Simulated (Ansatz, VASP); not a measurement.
One calculation of BaTiO3, two programs

Contents of POSCAR:

```
BaTiO3
1.0
    3.9940959549      0.0000000000      0.0000000000
    0.0000000000      3.9940959549      0.0000000000
    0.0000000000      0.0000000000      3.9940959549
Ba Ti O
1 1 3
Direct
    0.5000000000      0.5000000000      0.5000000000
    0.0000000000      0.0000000000      0.0000000000
    0.5000000000      0.0000000000      0.0000000000
    0.0000000000      0.5000000000      0.0000000000
    0.0000000000      0.0000000000      0.5000000000
```

Contents of INCAR.step1:

```
SYSTEM = BaTiO3
ALGO = Normal
EDIFF = 1E-4
ENCUT = 520
GGA = PE
ISMEAR = 0
LASPH = .TRUE.
LCHARG = .FALSE.
LREAL = .FALSE.
LWAVE = .TRUE.
NBANDS = 28
NELM = 80
PREC = Accurate
SIGMA = 0.01
```

Contents of INCAR.step2:

```
SYSTEM = BaTiO3
ALGO = Normal
EDIFF = 1E-6
ENCUT = 520
ISIF = 2
ISMEAR = 0
ISTART = 1
LASPH = .TRUE.
LCHARG = .TRUE.
LELF = .TRUE.
LMIXTAU = .TRUE.
LREAL = .FALSE.
LVHAR = .TRUE.
LWAVE = .FALSE.
METAGGA = R2SCAN
NBANDS = 28
NELM = 80
PREC = Accurate
SIGMA = 0.01
```

KPOINTS

```
k-points
0
G
  6 6 6
  0 0 0
```

Input for Ansatz:

```yaml
crystal:
  lattice:
    - [3.9940959549, 0.0, 0.0]
    - [0.0, 3.9940959549, 0.0]
    - [0.0, 0.0, 3.9940959549]
  atoms:
    - { symbol: Ba, position: [0.5, 0.5, 0.5] }
    - { symbol: Ti, position: [0.0, 0.0, 0.0] }
    - { symbol: O, position: [0.5, 0.0, 0.0] }
    - { symbol: O, position: [0.0, 0.5, 0.0] }
    - { symbol: O, position: [0.0, 0.0, 0.5] }
kpoints:
  mp_grid: { grid: [6, 6, 6] }
  band_path:
    path: [[0.0, 0.0, 0.0], [0.0, 0.5, 0.0], [0.5, 0.5, 0.0], [0.5, 0.5, 0.5]]
    npoints: 1
hamiltonian:
  xc: r2scan
scf:
  occupations: { method: fixed }
  n_extra_bands: 5
output:
  forces: true
  stress: true
  eigenvalues: true
```

Alike in both runs: task single point; functional r2SCAN; k mesh 6 × 6 × 6; no spin polarisation.

|  | VASP | Ansatz |
| --- | --- | --- |
| version | VASP 6.6.1 | Ansatz 0.2.0 |
| potentials or method | VASP PAW PBE potentials, release 64 (Ba_sv, Ti_sv, O) | plane waves, PAW |
| plane-wave cutoff (eV) | 520 | 500 |
| occupations | gaussian, width 0.01 eV | fixed |
| valence electrons in the cell | 40 | 40 |

```csv
,VASP,Ansatz,Ansatz less VASP
gap on the k mesh at the Fermi level (eV),2.15,2.17,+0.023
pressure (GPa),2.0,0.0,-1.99
```

VASP's potentials were made for PBE, not for r2SCAN.

Spin-orbit coupling is off throughout.
